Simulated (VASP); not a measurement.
# MgO (Fm-3m) in VASP: further runs

MgO is run at these levels: LDA; tasks: relaxation of cell and atoms, single point.

Everything below comes from runs of VASP 6.6.1. Logs are shortened: lines on timing, memory, paths and dates and some standing lists are left out, and cuts for length are marked.

## Step 1: The cell of the first run

Symmetry: Fm-3m, No. 225, cubic system. The conventional cell has a = 4.159 Å, b = 4.159 Å, c = 4.159 Å, α = 90.00°, β = 90.00°, γ = 90.00°. Within 2.8 Å of Mg (site symmetry m-3m) lie 6 O at 2.08 Å. O (site symmetry m-3m) has 6 Mg at 2.08 Å within 2.8 Å.

## Step 2: Relaxation of cell and atoms, LDA

Contents of INCAR:

```
  PREC = Accurate
  ENCUT = 840
  EDIFF = 1E-7
  ISMEAR = 0
  SIGMA = 0.01
  LREAL = False
  LASPH = True
  NELM = 120
  ALGO = Normal
  ISIF = 3
  LWAVE = False
  LCHARG = False
  GGA = CA
  IBRION = 2
  NSW = 80
  EDIFFG = -0.001
  GGA_COMPAT = False
  NELMIN = 4
```

Contents of KPOINTS:

```
regular mesh
0
Gamma
  10 10 10
```

Contents of POSCAR:

```
MgO
1.0
    0.0000000000      2.0796058485      2.0796058485
    2.0796058485      0.0000000000      2.0796058485
    2.0796058485      2.0796058485      0.0000000000
Mg O
1 1
Direct
    0.0000000000      0.0000000000      0.0000000000
    0.5000000000      0.5000000000      0.5000000000
```

Potentials or basis: VASP PAW LDA potentials, release 64 (Mg_sv, O).

Command:

```console
cat potpaw_LDA.64/Mg_sv/POTCAR potpaw_LDA.64/O/POTCAR > POTCAR
mpirun -np 1 vasp_std > vasp.out
```

OUTCAR:

```text
PREC = Accurate
   ENCUT = 840
   EDIFF = 1E-7
   ISMEAR = 0
   LREAL = False
   LASPH = True
   NELM = 120
   ISIF = 3
   GGA = CA
   IBRION = 2
   NSW = 80
   EDIFFG = -0.001
   NELMIN = 4

 ion  position               nearest neighbor table
   1  0.000  0.000  0.000-   2 2.08   2 2.08   2 2.08   2 2.08   2 2.08   2 2.08
   2  0.500  0.500  0.500-   1 2.08   1 2.08   1 2.08   1 2.08   1 2.08   1 2.08

  LATTYP: Found a face centered cubic cell.
 ALAT       =     4.1592116970

  Lattice vectors:

 A1 = (   0.0000000000,   2.0796058485,   2.0796058485)
 A2 = (   2.0796058485,   0.0000000000,   2.0796058485)
 A3 = (   2.0796058485,   2.0796058485,   0.0000000000)

Analysis of symmetry for initial positions (statically):
=====================================================================
 Subroutine PRICEL returns:
 Original cell was already a primitive cell.

 Routine SETGRP: Setting up the symmetry group for a
 face centered cubic supercell.

 Subroutine GETGRP returns: Found 48 space group operations
 (whereof 48 operations were pure point group operations)
 out of a pool of 48 trial point group operations.

The static configuration has the point symmetry O_h .

Analysis of symmetry for dynamics (positions and initial velocities):
=====================================================================
 Subroutine PRICEL returns:
 Original cell was already a primitive cell.

 Routine SETGRP: Setting up the symmetry group for a
 face centered cubic supercell.

 Subroutine GETGRP returns: Found 48 space group operations
 (whereof 48 operations were pure point group operations)
 out of a pool of 48 trial point group operations.

The dynamic configuration has the point symmetry O_h .

 Subroutine INISYM returns: Found 48 space group operations
 (whereof 48 operations are pure point group operations),
 and found     1 'primitive' translations

----------------------------------------------------------------------------------------

                                     Primitive cell

  volume of cell :      17.9876

  direct lattice vectors                    reciprocal lattice vectors
     0.000000000  2.079605848  2.079605848    -0.240430176  0.240430176  0.240430176
     2.079605848  0.000000000  2.079605848     0.240430176 -0.240430176  0.240430176
     2.079605848  2.079605848  0.000000000     0.240430176  0.240430176 -0.240430176

  length of vectors
     2.941006795  2.941006795  2.941006795     0.416437280  0.416437280  0.416437280

  position of ions in fractional coordinates (direct lattice)
     0.000000000  0.000000000  0.000000000
     0.500000000  0.500000000  0.500000000

  ion indices of the primitive-cell ions
   primitive index   ion index
                 1           1
                 2           2

----------------------------------------------------------------------------------------

 KPOINTS: regular mesh

Automatic generation of k-mesh.
 Grid dimensions read from file:
 generate k-points for:   10   10   10

 Generating k-lattice:

  Cartesian coordinates                     Fractional coordinates (reciprocal lattice)
    -0.024043018  0.024043018  0.024043018     0.100000000  0.000000000  0.000000000
     0.024043018 -0.024043018  0.024043018     0.000000000  0.100000000  0.000000000
     0.024043018  0.024043018 -0.024043018     0.000000000  0.000000000  0.100000000

  Length of vectors
     0.041643728  0.041643728  0.041643728

  Shift w.r.t. Gamma in fractional coordinates (k-lattice)
     0.000000000  0.000000000  0.000000000

 Subroutine IBZKPT returns following result:
 ===========================================

 Found     47 irreducible k-points:

 Following reciprocal coordinates:
            Coordinates               Weight
  0.000000  0.000000  0.000000      1.000000
  0.100000  0.000000  0.000000      8.000000
  0.200000  0.000000  0.000000      8.000000
  0.300000  0.000000  0.000000      8.000000
  0.400000  0.000000  0.000000      8.000000
  0.500000  0.000000  0.000000      4.000000
[... 16 lines left out ...]
  0.300000  0.300000  0.000000      6.000000
  0.400000  0.300000  0.000000     24.000000
 [... further k-points ...]
   k-points           NKPTS =     47   k-points in BZ     NKDIM =     47   number of bands    NBANDS=     12
   number of dos      NEDOS =    301   number of ions     NIONS =      2
   total plane-waves  NPLWV =  21952
   dimension x,y,z NGX =    28 NGY =   28 NGZ =   28
   dimension x,y,z NGXF=    56 NGYF=   56 NGZF=   56
   ions per type =               1   1
   NGX,Y,Z   is equivalent  to a cutoff of  15.83, 15.83, 15.83 a.u.
   NGXF,Y,Z  is equivalent  to a cutoff of  31.66, 31.66, 31.66 a.u.
 SYSTEM =  unknown system
   PREC   = accura    normal or accurate (medium, high low for compatibility)
   ISTART =      0    job   : 0-new  1-cont  2-samecut
   ICHARG =      2    charge: 1-file 2-atom 10-const
   ISPIN  =      1    spin polarized calculation?
   LNONCOLLINEAR =      F non collinear calculations
   LSORBIT =      F    spin-orbit coupling
   LASPH  =      T    aspherical Exc in radial PAW
   ENCUT  =  840.0 eV  61.74 Ry    7.86 a.u.   6.95  6.95  6.95*2*pi/ulx,y,z
   NELM   =    120;   NELMIN=  4; NELMDL= -5     # of ELM steps
   EDIFF  = 0.1E-06   stopping-criterion for ELM
   LREAL  =      F    real-space projection
   EDIFFG = -.1E-02   stopping-criterion for IOM
   NSW    =     80    number of steps for IOM
   IBRION =      2    ionic relax: 0-MD 1-quasi-New 2-CG
   NFREE  =      1    steps in history (QN), initial steepest desc. (CG)
   ISIF   =      3    stress and relaxation
   ISYM   =      2    0-nonsym 1-usesym 2-fastsym
   POTIM  = 0.5000    time-step for ionic-motion
   TEBEG  =    0.0;   TEEND  =   0.0 temperature during run
   PSTRESS=    0.0 pullay stress
   NELECT =      16.0000    total number of electrons
   NUPDOWN=      -1.0000    fix difference up-down
   EMIN   =  10.00;   EMAX   =-10.00  energy-range for DOS
   EFERMI =   0.00;   METHOD = LEGACY
   ISMEAR =     0;   SIGMA  =   0.01  broadening in eV -4-tet -1-fermi 0-gaus
   EFERMI_NEDOS =   21; number of points for ismear=-14 and -15
   IALGO  =     38    algorithm
   IMIX   =      4    mixing-type and parameters
     AMIX     =   0.40;   BMIX     =  1.00
     AMIX_MAG =   1.60;   BMIX_MAG =  1.00
  volume/ion in A,a.u.               =       8.99        60.69
  Fermi-wavevector in a.u.,A,eV,Ry     =   1.574432  2.975244 33.726596  2.478835
  Thomas-Fermi vector in A             =   2.675567
   LORBIT       =      0    0 simple, 1 ext, 2 COOP (PROOUT), +10 PAW based schemes
   GGA     = CA    functional components
   LHFCALC =     F    Hartree Fock is set to
   AEXX    =    0.0000 exact exchange contribution
   IVDW    =     0    specifies the selected vdW correction
   LEPSILON=     F    determine dielectric tensor
   LRPA    =     F    only Hartree local field effects (RPA)
 conjugate gradient relaxation of ions
 non-spin polarized calculation
 Gauss-broadening in eV      SIGMA  =   0.01
  energy-cutoff  :      840.00
  volume of cell :       17.99
 maximum number of plane-waves:      1010
   NGX = 13   NGY = 13   NGZ = 13

--------------------------------------- Ionic step        1  -------------------------------------------

 number of electron      15.9999996 magnetization

 Free energy of the ion-electron system (eV)
  ---------------------------------------------------
  ext. energy  EPLUGINS =         0.00000000
  ---------------------------------------------------
  free energy    TOTEN  =       -13.23340364 eV

  energy without entropy =      -13.23340364  energy(sigma->0) =      -13.23340364

------------------------ aborting loop because EDIFF is reached ----------------------------------------

  FORCE on cell =-STRESS in cart. coord.  units (eV):
  Direction    XX          YY          ZZ          XY          YZ          ZX
  --------------------------------------------------------------------------------------
  -------------------------------------------------------------------------------------
  Total        0.0700301      0.0700301      0.0700301      0.0000000     -0.0000000     -0.0000000
  in kB        6.2376692      6.2376692      6.2376692      0.0000000     -0.0000000     -0.0000000
  external PRESSURE =       6.2376692 kB  Pullay stress =       0.0000000 kB
[... 129 lines left out ...]
  energy  without entropy=      -13.2335462702  energy(sigma->0) =      -13.23354627

--------------------------------------- Ionic step        5  -------------------------------------------

 number of electron      15.9999996 magnetization

 Free energy of the ion-electron system (eV)
  ---------------------------------------------------
  ext. energy  EPLUGINS =         0.00000000
  ---------------------------------------------------
  free energy    TOTEN  =       -13.23354666 eV

  energy without entropy =      -13.23354666  energy(sigma->0) =      -13.23354666

 E-fermi :   3.0664     XC(G=0): -12.1108

 val. band max:        2.8316645885   @ k =   0.0000   0.0000   0.0000
 cond. band min:       7.8388321661   @ k =   0.0000   0.0000   0.0000
 fundamental gap:      5.0071675777
 Fermi energy:         3.0663524555

 k-point     1 :       0.0000    0.0000    0.0000
  band No.  band energies     occupation
      1     -68.3940      2.00000
      2     -35.8508      2.00000
      3     -35.8508      2.00000
      4     -35.8508      2.00000
      5     -14.3337      2.00000
      6       2.8317      2.00000
      7       2.8317      2.00000
      8       2.8317      2.00000
      9       7.8388      0.00000
     10      18.5475      0.00000
     11      18.5475      0.00000
     12      18.5475      0.00000
[... 331 lines left out ...]
 k-point    24 :       0.4000    0.3000    0.0000
  band No.  band energies     occupation
      1     -68.3822      2.00000
      2     -35.9244      2.00000
      3     -35.8802      2.00000
      4     -35.8772      2.00000
      5     -12.9496      2.00000
      6      -0.8930      2.00000
      7       1.4588      2.00000
      8       1.6912      2.00000
      9      12.5216      0.00000
     10      12.9544      0.00000
     11      16.5339      0.00000
     12      21.1485      0.00000

 [... further k-points ...]
[... 5 lines left out ...]
  --------------------------------------------------------------------------------------
  -------------------------------------------------------------------------------------
  Total       -0.0004341     -0.0004341     -0.0004341      0.0000000      0.0000000      0.0000000
  in kB       -0.0385196     -0.0385196     -0.0385196      0.0000000      0.0000000      0.0000000
  external PRESSURE =      -0.0385196 kB  Pullay stress =       0.0000000 kB
[... 17 lines left out ...]
  FREE ENERGIE OF THE ION-ELECTRON SYSTEM (eV)
  ---------------------------------------------------
  free  energy   TOTEN  =       -13.2335466581 eV

  energy  without entropy=      -13.2335466581  energy(sigma->0) =      -13.23354666

 reached required accuracy - stopping structural energy minimisation
```

Run time: 45 s. Hardware: 1 thread of Intel Xeon Platinum 8259CL at 2.50GHz (Skylake/Cascade Lake), shared host; peak memory 0.15 GiB.

Results:

```yaml
Free_energy: -13.2335 eV
Relaxed_volume: 9.03 Å³/atom
Relaxed_cell: a = 2.945 Å, b = 2.945 Å, c = 2.945 Å, α = 60.00°, β = 60.00°, γ = 60.00°
Space_group_after_relaxing_to_0.1_Å: Fm-3m (No. 225)
Energy_gained_by_relaxing: 0.1 meV/atom
Ionic_steps: 5
Pressure_after_relaxing: 0.0 GPa
Band_gap_on_the_k_mesh: 5.01 eV
```

Step by step:
```csv
step,energy change (eV),largest force (eV/Å),pressure (GPa),volume (Å³)
1,0.0000,0.0000,0.62,17.99
2,-0.0001,0.0000,-0.22,18.08
3,-0.0001,0.0000,-0.05,18.06
4,-0.0001,0.0000,0.06,18.05
5,-0.0001,0.0000,0.00,18.06
```

Final structure:
```cif
data_structure
_symmetry_space_group_name_H-M 'P 1'
_symmetry_Int_Tables_number 1
_cell_length_a 2.9447
_cell_length_b 2.9447
_cell_length_c 2.9447
_cell_angle_alpha 60.000
_cell_angle_beta 60.000
_cell_angle_gamma 60.000
_cell_volume 18.06
loop_
_atom_site_label
_atom_site_type_symbol
_atom_site_fract_x
_atom_site_fract_y
_atom_site_fract_z
_atom_site_occupancy
Mg1 Mg 0.00000 0.00000 0.00000 1
O1 O 0.50000 0.50000 0.50000 1
```

Levels at points of the mesh, in eV from the valence-band top:
| k point | band 6 | band 7 | band 8 | band 9 | band 10 | band 11 |
| --- | --- | --- | --- | --- | --- | --- |
| (0.00, 0.00, 0.00) | 0.00 | 0.00 | 0.00 | 5.01 | 15.72 | 15.72 |
| (0.50, 0.00, 0.00) | -4.85 | -0.71 | -0.71 | 7.96 | 12.80 | 16.36 |
| (0.50, 0.50, 0.00) | -4.26 | -1.41 | -1.41 | 8.93 | 10.10 | 13.26 |

## Step 3: Single point, LDA

Contents of INCAR:

```
SYSTEM = MgO
PREC = Accurate
ENCUT = 840
EDIFF = 1E-6
ISMEAR = 0
SIGMA = 0.01
LREAL = .FALSE.
LASPH = .TRUE.
NELM = 120
ALGO = Normal
ISIF = 2
LWAVE = .FALSE.
LCHARG = .FALSE.
GGA = CA
NBANDS = 15
GGA_COMPAT = .FALSE.
```

Contents of KPOINTS:

```
regular mesh
0
G
  10 10 10
  0 0 0
```

Contents of POSCAR:

```
MgO
1.0
    0.0000000000      2.0795819350      2.0795819350
    2.0795819350      0.0000000000      2.0795819350
    2.0795819350      2.0795819350      0.0000000000
Mg O
1 1
Direct
    0.0000000000      0.0000000000      0.0000000000
    0.5000000000      0.5000000000      0.5000000000
```

Potentials or basis: VASP PAW LDA potentials, release 64 (Mg_sv, O).

Command:

```console
cat potpaw_LDA.64/Mg_sv/POTCAR potpaw_LDA.64/O/POTCAR > POTCAR
mpirun -np 1 vasp_std > vasp.out
```

Wall time 18 s (1 thread of Intel Xeon Platinum 8259CL at 2.50GHz (Skylake/Cascade Lake), shared host); peak memory 0.15 GiB.

It converged, with:

| Item | Value |
| --- | --- |
| Free energy | -13.2334 eV |
| Pressure | 0.6 GPa |
| Band gap on the k mesh | 5.05 eV |

Levels at points of the mesh, in eV from the valence-band top:
```tsv
k point	band 4	band 5	band 6	band 7	band 8	band 9	band 10	band 11	band 12	band 13
(0.00, 0.00, 0.00)	-38.67	-17.19	0.00	0.00	0.00	5.05	15.74	15.74	15.74	19.86
(0.50, 0.00, 0.00)	-38.68	-15.70	-4.86	-0.71	-0.71	7.98	12.84	16.40	16.40	21.19
(0.50, 0.50, 0.00)	-38.71	-15.46	-4.28	-1.42	-1.42	8.93	10.14	13.30	19.22	19.22
```
